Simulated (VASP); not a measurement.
Here is a VASP 6.6.1 calculation.

INCAR

```
ALGO = Normal ; EDIFF = 1E-6
ENCUT = 520 ; GGA = PE
ISIF = 2 ; ISMEAR = 0
ISPIN = 2 ; LASPH = T
LCHARG = F ; LMAXMIX = 4
LORBIT = 11 ; LREAL = F
LWAVE = F ; MAGMOM = 1 0 0 0 0 1
NBANDS = 34 ; NELM = 150
PREC = Accurate ; SIGMA = 0.1
```

The input KPOINTS:

```
k-points
0
Gamma
  6 6 6
```

Contents of POSCAR:

```
TiSi4Mo
1.0
    3.5803049576      0.0000000000      0.0000000000
    0.0000000000      1.7556838533      6.7966300132
    0.0000000000     -1.7556838533      6.7966300132
Ti Si Mo
1 4 1
Direct
    0.5000000000      0.8938587350      0.8938587350
    0.5000000000      0.5569386224      0.5569386224
    0.0000000000      0.4367527758      0.4367527758
    0.5000000000      0.2502703330      0.2502703330
    0.0000000000      0.7531394985      0.7531394985
    0.0000000000      0.1090400354      0.1090400354
```

Potentials or basis: VASP PAW PBE potentials, release 64 (Ti_sv, Si, Mo_sv).

Run with:

```bash
$ cat potpaw_PBE.64/Ti_sv/POTCAR potpaw_PBE.64/Si/POTCAR potpaw_PBE.64/Mo_sv/POTCAR > POTCAR
$ mpirun -np 1 vasp_std > vasp.out
```

Task: Estimate the net moment.

Result: 0.00 μB per cell.

Task: Predict the pressure.

Result: 0.1 GPa.

Stress tensor (GPa, compression positive):
```
-0.17  0.00  0.00
 0.00  0.04  0.00
 0.00  0.00  0.32
```
